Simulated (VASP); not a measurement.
# Bi (P4/mmm) in VASP: further runs

The runs below take Bi through relaxation of cell and atoms, with PBE.

Everything below comes from runs of VASP 6.6.1. Logs are shortened: lines on timing, memory, paths and dates and some standing lists are left out, and cuts for length are marked.

### Step 1. The cell of the first run

The structure is tetragonal, space group P4/mmm (No. 123). Conventional cell: a = 2.704 Å, b = 2.704 Å, c = 4.967 Å, α = 90.00°, β = 90.00°, γ = 90.00°. Bi (site symmetry 4/mmm) has 4 Bi at 2.70 Å within 3.6 Å.

### Step 2. Relaxation of cell and atoms, PBE

Contents of INCAR:

```
SYSTEM = Bi
PREC = Accurate ; ENCUT = 600
EDIFF = 1E-6 ; ISMEAR = 0
SIGMA = 0.1 ; LREAL = .FALSE.
LASPH = .TRUE. ; NELM = 60
ALGO = Normal ; ISIF = 3
LWAVE = .FALSE. ; LCHARG = .FALSE.
GGA = PE ; IBRION = 2
NSW = 90 ; EDIFFG = -0.04
```

Contents of KPOINTS:

```
Automatic mesh
0
G
  6 6 4
  0 0 0
```

Contents of POSCAR:

```
Bi
1.0
    2.7043222400      0.0000000000      0.0000000000
    0.0000000000      2.7043222400      0.0000000000
    0.0000000000      0.0000000000      4.9665648200
Bi
1
Direct
    0.5000000000      0.5000000000      0.0000000000
```

Potentials or basis: VASP PAW PBE potentials, release 64 (Bi_d).

Command:

```console
$ cat potpaw_PBE.64/Bi_d/POTCAR > POTCAR
$ mpirun -np 1 vasp_std > vasp.out
```

OUTCAR:

```text
SYSTEM = Bi
   PREC = Accurate
   ENCUT = 600
   EDIFF = 1E-6
   ISMEAR = 0
   LREAL = .FALSE.
   LASPH = .TRUE.
   NELM = 60
   ISIF = 3
   GGA = PE
   IBRION = 2
   NSW = 90
   EDIFFG = -0.04

 ion  position               nearest neighbor table
   1  0.500  0.500  0.000-

  LATTYP: Found a simple tetragonal cell.
 ALAT       =     2.7043222400
 C/A-ratio  =     1.8365284826

  Lattice vectors:

 A1 = (   2.7043222400,   0.0000000000,   0.0000000000)
 A2 = (   0.0000000000,   2.7043222400,   0.0000000000)
 A3 = (   0.0000000000,   0.0000000000,   4.9665648200)

Analysis of symmetry for initial positions (statically):
=====================================================================
 Subroutine PRICEL returns:
 Original cell was already a primitive cell.

 Routine SETGRP: Setting up the symmetry group for a
 simple tetragonal supercell.

 Subroutine GETGRP returns: Found 16 space group operations
 (whereof 16 operations were pure point group operations)
 out of a pool of 16 trial point group operations.

The static configuration has the point symmetry D_4h.

Analysis of symmetry for dynamics (positions and initial velocities):
=====================================================================
 Subroutine PRICEL returns:
 Original cell was already a primitive cell.

 Routine SETGRP: Setting up the symmetry group for a
 simple tetragonal supercell.

 Subroutine GETGRP returns: Found 16 space group operations
 (whereof 16 operations were pure point group operations)
 out of a pool of 16 trial point group operations.

The dynamic configuration has the point symmetry D_4h.

 Subroutine INISYM returns: Found 16 space group operations
 (whereof 16 operations are pure point group operations),
 and found     1 'primitive' translations

----------------------------------------------------------------------------------------

                                     Primitive cell

  volume of cell :      36.3223

  direct lattice vectors                    reciprocal lattice vectors
     2.704322240  0.000000000  0.000000000     0.369778418  0.000000000  0.000000000
     0.000000000  2.704322240  0.000000000     0.000000000  0.369778418  0.000000000
     0.000000000  0.000000000  4.966564820     0.000000000  0.000000000  0.201346411

  length of vectors
     2.704322240  2.704322240  4.966564820     0.369778418  0.369778418  0.201346411

  position of ions in fractional coordinates (direct lattice)
     0.500000000  0.500000000  0.000000000

  ion indices of the primitive-cell ions
   primitive index   ion index
                 1           1

----------------------------------------------------------------------------------------

 KPOINTS: Automatic mesh

Automatic generation of k-mesh.
 Grid dimensions read from file:
 generate k-points for:    6    6    4

 Generating k-lattice:

  Cartesian coordinates                     Fractional coordinates (reciprocal lattice)
     0.061629736  0.000000000  0.000000000     0.166666667  0.000000000  0.000000000
     0.000000000  0.061629736  0.000000000     0.000000000  0.166666667  0.000000000
     0.000000000  0.000000000  0.050336603     0.000000000  0.000000000  0.250000000

  Length of vectors
     0.061629736  0.061629736  0.050336603

  Shift w.r.t. Gamma in fractional coordinates (k-lattice)
     0.000000000  0.000000000  0.000000000

 Subroutine IBZKPT returns following result:
 ===========================================

 Found     30 irreducible k-points:

 Following reciprocal coordinates:
            Coordinates               Weight
  0.000000  0.000000  0.000000      1.000000
  0.166667  0.000000  0.000000      4.000000
  0.333333  0.000000  0.000000      4.000000
  0.500000  0.000000  0.000000      2.000000
  0.166667  0.166667  0.000000      4.000000
  0.333333  0.166667  0.000000      8.000000
[... 16 lines left out ...]
  0.333333  0.000000  0.500000      4.000000
  0.500000  0.000000  0.500000      2.000000
 [... further k-points ...]
   k-points           NKPTS =     30   k-points in BZ     NKDIM =     30   number of bands    NBANDS=     11
   number of dos      NEDOS =    301   number of ions     NIONS =      1
   total plane-waves  NPLWV =  23040
   dimension x,y,z NGX =    24 NGY =   24 NGZ =   40
   dimension x,y,z NGXF=    48 NGYF=   48 NGZF=   80
   ions per type =               1
   NGX,Y,Z   is equivalent  to a cutoff of  14.75, 14.75, 13.39 a.u.
   NGXF,Y,Z  is equivalent  to a cutoff of  29.51, 29.51, 26.78 a.u.
 SYSTEM =  Bi
   PREC   = accura    normal or accurate (medium, high low for compatibility)
   ISTART =      0    job   : 0-new  1-cont  2-samecut
   ICHARG =      2    charge: 1-file 2-atom 10-const
   ISPIN  =      1    spin polarized calculation?
   LNONCOLLINEAR =      F non collinear calculations
   LSORBIT =      F    spin-orbit coupling
   LASPH  =      T    aspherical Exc in radial PAW
   ENCUT  =  600.0 eV  44.10 Ry    6.64 a.u.   5.40  5.40  9.92*2*pi/ulx,y,z
   NELM   =     60;   NELMIN=  2; NELMDL= -5     # of ELM steps
   EDIFF  = 0.1E-05   stopping-criterion for ELM
   LREAL  =      F    real-space projection
   EDIFFG = -.4E-01   stopping-criterion for IOM
   NSW    =     90    number of steps for IOM
   IBRION =      2    ionic relax: 0-MD 1-quasi-New 2-CG
   NFREE  =      1    steps in history (QN), initial steepest desc. (CG)
   ISIF   =      3    stress and relaxation
   ISYM   =      2    0-nonsym 1-usesym 2-fastsym
   POTIM  = 0.5000    time-step for ionic-motion
   TEBEG  =    0.0;   TEEND  =   0.0 temperature during run
   PSTRESS=    0.0 pullay stress
   NELECT =      15.0000    total number of electrons
   NUPDOWN=      -1.0000    fix difference up-down
   EMIN   =  10.00;   EMAX   =-10.00  energy-range for DOS
   EFERMI =   0.00;   METHOD = LEGACY
   ISMEAR =     0;   SIGMA  =   0.10  broadening in eV -4-tet -1-fermi 0-gaus
   EFERMI_NEDOS =   21; number of points for ismear=-14 and -15
   IALGO  =     38    algorithm
   IMIX   =      4    mixing-type and parameters
     AMIX     =   0.40;   BMIX     =  1.00
     AMIX_MAG =   1.60;   BMIX_MAG =  1.00
  volume/ion in A,a.u.               =      36.32       245.11
  Fermi-wavevector in a.u.,A,eV,Ry     =   1.219123  2.303809 20.221813  1.486261
  Thomas-Fermi vector in A             =   2.354386
   LORBIT       =      0    0 simple, 1 ext, 2 COOP (PROOUT), +10 PAW based schemes
   GGA     = PE    functional components
   LHFCALC =     F    Hartree Fock is set to
   AEXX    =    0.0000 exact exchange contribution
   IVDW    =     0    specifies the selected vdW correction
   LEPSILON=     F    determine dielectric tensor
   LRPA    =     F    only Hartree local field effects (RPA)
 conjugate gradient relaxation of ions
 non-spin polarized calculation
 Gauss-broadening in eV      SIGMA  =   0.10
  energy-cutoff  :      600.00
  volume of cell :       36.32
 maximum number of plane-waves:      1235
 NGX is ok and might be reduce to    24
   NGX = 11   NGY = 11   NGZ = 19

--------------------------------------- Ionic step        1  -------------------------------------------

 number of electron      15.0000005 magnetization

 Free energy of the ion-electron system (eV)
  ---------------------------------------------------
  ext. energy  EPLUGINS =         0.00000000
  ---------------------------------------------------
  free energy    TOTEN  =        -2.26072233 eV

  energy without entropy =       -2.25291279  energy(sigma->0) =       -2.25681756

------------------------ aborting loop because EDIFF is reached ----------------------------------------

  FORCE on cell =-STRESS in cart. coord.  units (eV):
  Direction    XX          YY          ZZ          XY          YZ          ZX
  --------------------------------------------------------------------------------------
  -------------------------------------------------------------------------------------
  Total        9.2788351      9.2788351     -0.1709164      0.0000000      0.0000000     -0.0000000
  in kB      409.2899215    409.2899215     -7.5391296      0.0000000      0.0000000     -0.0000000
  external PRESSURE =     270.3469045 kB  Pullay stress =       0.0000000 kB
[... 86 lines left out ...]
  FREE ENERGIE OF THE ION-ELECTRON SYSTEM (eV)
  ---------------------------------------------------
  free  energy   TOTEN  =        -3.4445064564 eV

  energy  without entropy=       -3.4382060864  energy(sigma->0) =       -3.44135627

 E-fermi :   4.6768     XC(G=0):  -8.8729

 val. band max:        4.6653369256   @ k =   0.5000   0.0000   0.2500
 cond. band min:       4.8233880666   @ k =   0.5000   0.3333   0.5000
 fundamental gap:      0.1580511411
 Fermi energy:         4.6767603631

 k-point     1 :       0.0000    0.0000    0.0000
  band No.  band energies     occupation
      1     -18.0877      2.00000
      2     -17.9640      2.00000
      3     -17.7581      2.00000
      4     -17.7581      2.00000
      5     -17.6693      2.00000
      6      -7.7323      2.00000
      7       4.5115      1.98054
      8       8.4747      0.00000
      9       9.3514      0.00000
     10       9.3514      0.00000
     11      13.5269      0.00000
[... 309 lines left out ...]
 k-point    24 :       0.5000    0.0000    0.5000
  band No.  band energies     occupation
      1     -17.9805      2.00000
      2     -17.8916      2.00000
      3     -17.7777      2.00000
      4     -17.7533      2.00000
      5     -17.6623      2.00000
      6      -5.1090      2.00000
      7       0.9115      2.00000
      8       3.3863      2.00000
      9       7.9439      0.00000
     10      12.1082      0.00000
     11      16.5438      0.00000

 [... further k-points ...]

 E-fermi :   8.4944     XC(G=0): -10.3354

 val. band max:        8.4811089373   @ k =   0.3333   0.3333   0.5000
 cond. band min:       8.5322989613   @ k =   0.3333   0.1667   0.2500
 fundamental gap:      0.0511900240
 Fermi energy:         8.4944464336

 k-point     1 :       0.0000    0.0000    0.0000
  band No.  band energies     occupation
      1     -15.0766      2.00000
      2     -14.8512      2.00000
      3     -14.4480      2.00000
      4     -14.4480      2.00000
      5     -14.4335      2.00000
      6      -5.8394      2.00000
      7      11.1974      0.00000
      8      11.1974      0.00000
      9      12.9981      0.00000
     10      15.0205      0.00000
     11      17.5605      0.00000
[... 309 lines left out ...]
 k-point    24 :       0.5000    0.0000    0.5000
  band No.  band energies     occupation
      1     -14.7955      2.00000
      2     -14.6569      2.00000
      3     -14.6330      2.00000
      4     -14.5198      2.00000
      5     -14.2611      2.00000
      6      -0.7111      2.00000
      7       4.2190      2.00000
      8       5.1312      2.00000
      9      10.7937      0.00000
     10      16.3297      0.00000
     11      19.8747      0.00000

 [... further k-points ...]

[... ionic steps 4 to 14 ...]

--------------------------------------- Ionic step       15  -------------------------------------------

 number of electron      15.0000009 magnetization

------------------------ aborting loop because EDIFF is reached ----------------------------------------

  FORCE on cell =-STRESS in cart. coord.  units (eV):
  Direction    XX          YY          ZZ          XY          YZ          ZX
  --------------------------------------------------------------------------------------
  -------------------------------------------------------------------------------------
  Total       -0.1890626     -0.1890626      0.7233274      0.0000000     -0.0000000     -0.0000000
  in kB       -8.6457792     -8.6457792     33.0775601      0.0000000     -0.0000000     -0.0000000
  external PRESSURE =       5.2620006 kB  Pullay stress =       0.0000000 kB
[... 55 lines left out ...]
  energy  without entropy=       -3.8157955521  energy(sigma->0) =       -3.81723431

--------------------------------------- Ionic step       17  -------------------------------------------

 number of electron      15.0000008 magnetization

 Free energy of the ion-electron system (eV)
  ---------------------------------------------------
  ext. energy  EPLUGINS =         0.00000000
  ---------------------------------------------------
  free energy    TOTEN  =        -3.82061421 eV

  energy without entropy =       -3.81744405  energy(sigma->0) =       -3.81902913

 E-fermi :   5.8709     XC(G=0):  -9.5231

 val. band max:        5.8257661470   @ k =   0.3333   0.3333   0.5000
 cond. band min:       6.1154414916   @ k =   0.5000   0.0000   0.2500
 fundamental gap:      0.2896753446
 Fermi energy:         5.8709083611

 k-point     1 :       0.0000    0.0000    0.0000
  band No.  band energies     occupation
      1     -16.7749      2.00000
      2     -16.6815      2.00000
      3     -16.4293      2.00000
      4     -16.4293      2.00000
      5     -16.4007      2.00000
      6      -6.7491      2.00000
      7       7.9414      0.00000
      8       9.9660      0.00000
      9       9.9660      0.00000
     10      11.7291      0.00000
     11      14.0610      0.00000
[... 309 lines left out ...]
 k-point    24 :       0.5000    0.0000    0.5000
  band No.  band energies     occupation
      1     -16.6372      2.00000
      2     -16.5886      2.00000
      3     -16.4941      2.00000
      4     -16.4585      2.00000
      5     -16.3263      2.00000
      6      -3.4411      2.00000
      7       2.6772      2.00000
      8       3.6547      2.00000
      9       8.9691      0.00000
     10      13.4072      0.00000
     11      18.0629      0.00000

 [... further k-points ...]
[... 5 lines left out ...]
  --------------------------------------------------------------------------------------
  -------------------------------------------------------------------------------------
  Total        0.0365603      0.0365603      0.0234852      0.0000000      0.0000000      0.0000000
  in kB        1.6492155      1.6492155      1.0594064      0.0000000      0.0000000      0.0000000
  external PRESSURE =       1.4526125 kB  Pullay stress =       0.0000000 kB
[... 16 lines left out ...]
  FREE ENERGIE OF THE ION-ELECTRON SYSTEM (eV)
  ---------------------------------------------------
  free  energy   TOTEN  =        -3.8206142145 eV

  energy  without entropy=       -3.8174440545  energy(sigma->0) =       -3.81902913

 reached required accuracy - stopping structural energy minimisation
```

It took 97 s on 1 thread of Intel Xeon 6975P-C, shared host; peak memory 0.17 GiB.

What came out:

* Free energy: -3.8206 eV
* Relaxed volume: 35.52 Å³/atom
* Relaxed cell: a = 3.196 Å, b = 3.196 Å, c = 3.477 Å, α = 90.00°, β = 90.00°, γ = 90.00°
* Space group after relaxing (to 0.05 Å): P4/mmm (No. 123)
* Energy gained by relaxing: 1559.9 meV/atom
* Ionic steps: 17
* Pressure after relaxing: 0.1 GPa

The path:
```tsv
step	energy change (eV)	largest force (eV/Å)	pressure (GPa)	volume (Å³)
1	0.0000	0.0000	27.03	36.32
2	-0.2109	0.0000	-5.54	75.49
3	-1.1838	0.0000	-1.68	50.96
4	-1.1904	0.0000	-1.09	50.11
5	-1.1925	0.0000	-0.53	49.35
6	-1.1922	0.0000	-0.29	49.07
7	-1.2015	0.0000	-0.35	48.21
8	-1.2412	0.0000	-0.69	45.63
9	-1.3858	0.0000	-0.62	40.44
10	-1.1480	0.0000	11.85	29.95
11	-1.4778	0.0000	-0.47	38.10
12	-1.5492	0.0000	2.10	34.04
13	-1.5530	0.0000	0.94	35.19
14	-1.5549	0.0000	1.28	34.82
15	-1.5509	0.0000	0.53	35.04
16	-1.5580	0.0000	0.90	34.91
17	-1.5599	0.0000	0.15	35.52
```

Final structure:
```yaml
crystal:
  lattice:
    - [3.19622, 0.00000, 0.00000]
    - [0.00000, 3.19622, 0.00000]
    - [0.00000, 0.00000, 3.47672]
  atoms:
    - { symbol: Bi, position: [0.50000, 0.50000, 0.00000] }
```

Caveat: the k points lie up to 0.45 Å⁻¹ apart in the final cell; spin-orbit coupling is left out, which moves the levels of the heavy elements.

(Continued in part 2 of 2.)
